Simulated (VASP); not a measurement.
**HW18Se36 (a cell with a defect): single point with PBE**

The system is HW18Se36 (a cell with a defect).

```
W Se H
1.0
     9.74978    0.00000    0.00000
    -4.87489    8.44356    0.00000
     0.00000    0.00000   12.82612
W Se H
18 36 1
Direct
  0.22257 0.11557 0.74849
  0.10644 0.21819 0.24904
  0.22075 0.44820 0.74761
  0.10803 0.55189 0.24894
  0.22190 0.78079 0.74890
  0.10666 0.88381 0.24946
  0.55522 0.11471 0.74886
  0.44131 0.21818 0.24905
  0.55699 0.44817 0.74764
  0.43780 0.54607 0.24816
  0.55632 0.78313 0.74911
  0.43641 0.88555 0.25087
  0.88905 0.11472 0.74886
  0.77258 0.21559 0.24970
  0.88872 0.44786 0.74860
  0.77345 0.55194 0.24896
  0.88844 0.78077 0.74890
  0.77875 0.88555 0.25086
  0.11156 0.22671 0.87920
  0.21844 0.10732 0.37979
  0.11041 0.22530 0.61763
  0.21830 0.10702 0.11850
  0.11091 0.55862 0.87946
  0.21700 0.43922 0.37985
  0.10981 0.55936 0.61741
  0.21710 0.43942 0.11735
  0.11119 0.89284 0.87934
  0.21532 0.77265 0.38118
  0.11100 0.89246 0.61832
  0.21819 0.77374 0.11806
  0.44470 0.22670 0.87922
  0.55116 0.10797 0.38096
  0.44445 0.22530 0.61762
  0.55084 0.10558 0.11851
  0.44416 0.55877 0.87803
  0.55177 0.43922 0.37983
  0.44554 0.56143 0.61801
  0.55190 0.43942 0.11737
  0.44415 0.89253 0.87984
  0.54961 0.76960 0.37525
  0.44395 0.89301 0.61834
  0.55200 0.77441 0.12183
  0.77748 0.22542 0.87960
  0.88639 0.10797 0.38095
  0.77743 0.22533 0.61802
  0.88430 0.10556 0.11851
  0.77726 0.55861 0.87948
  0.88464 0.43973 0.37938
  0.77909 0.55936 0.61740
  0.88432 0.43910 0.11891
  0.77793 0.89253 0.87983
  0.88690 0.77264 0.38121
  0.77861 0.89300 0.61837
  0.88511 0.77373 0.11803
  0.50972 0.68981 0.48894
```

| Property | Result |
| --- | --- |
| Program | VASP 6.6.1 |
| Task | single point |
| Functional | PBE |
| Potentials or basis | VASP PAW PBE potentials, release 64 (W_sv, Se, H) |
| Cutoff | 520 eV |
| k mesh | 1 × 1 × 1 |
| Occupations | fermi-dirac, width 0.01 eV |
| Spin | no spin polarisation |

The largest force is 0.055 eV/Å.

Forces on the atoms (eV/Å):
```
W    0.000  0.001  0.001
W   -0.006  0.001 -0.003
W    0.006  0.005  0.001
W    0.003  0.002  0.000
W    0.002  0.001  0.000
W    0.006 -0.009 -0.004
W   -0.004 -0.001  0.003
W    0.008 -0.002 -0.003
W    0.001  0.009 -0.001
W    0.002  0.008  0.001
W    0.005  0.002  0.012
W    0.000  0.006 -0.002
W   -0.001 -0.003  0.002
W    0.001 -0.002 -0.004
W   -0.006  0.001  0.002
W    0.001 -0.002 -0.001
W   -0.003  0.000  0.001
W   -0.002  0.001 -0.001
Se   0.005 -0.001  0.046
Se   0.002  0.001  0.055
Se   0.001  0.002 -0.053
Se  -0.001  0.002 -0.051
Se   0.002  0.001  0.049
Se  -0.002 -0.004  0.043
Se   0.003  0.001 -0.050
Se  -0.004 -0.001 -0.047
Se   0.001  0.001  0.049
Se  -0.001  0.001  0.050
Se  -0.001 -0.004 -0.045
Se  -0.001 -0.005 -0.048
Se   0.001 -0.002  0.048
Se  -0.002  0.001  0.050
Se   0.002 -0.003 -0.049
Se   0.003 -0.005 -0.042
Se   0.001  0.002  0.049
Se  -0.004 -0.008  0.050
Se  -0.003 -0.007 -0.035
Se  -0.002 -0.001 -0.053
Se  -0.004  0.003  0.047
Se  -0.003  0.018  0.015
Se   0.000  0.000 -0.042
Se  -0.002  0.001 -0.048
Se  -0.004 -0.003  0.048
Se   0.001 -0.001  0.048
Se   0.001  0.000 -0.048
Se   0.002  0.001 -0.048
Se  -0.006  0.001  0.044
Se   0.002 -0.001  0.046
Se  -0.002 -0.001 -0.040
Se  -0.001  0.000 -0.051
Se   0.003 -0.002  0.042
Se  -0.001  0.007  0.044
Se  -0.002  0.001 -0.051
Se   0.003  0.001 -0.046
H    0.000 -0.010  0.019
```

Levels at points of the mesh, in eV from the Fermi level:
```
           k point  band 231  band 232  band 233  band 234  band 235  band 236  band 237  band 238
(0.00, 0.00, 0.00)     -0.82     -0.49     -0.49     -0.41      0.55      0.99      1.03      1.13
```

Wall time 11 min on 1 thread of Intel(R) Xeon(R) Platinum 8559C (Emerald Rapids), with other jobs on the host, peak memory 1.2 GiB.

Caveat: the k points lie up to 0.74 Å⁻¹ apart; the cell carries a net charge on a neutralising background, which shifts energy and pressure; the cell is charged against a uniform background, so pressure and absolute levels hang on convention; spin-orbit coupling is left out, which moves the levels of the heavy elements.
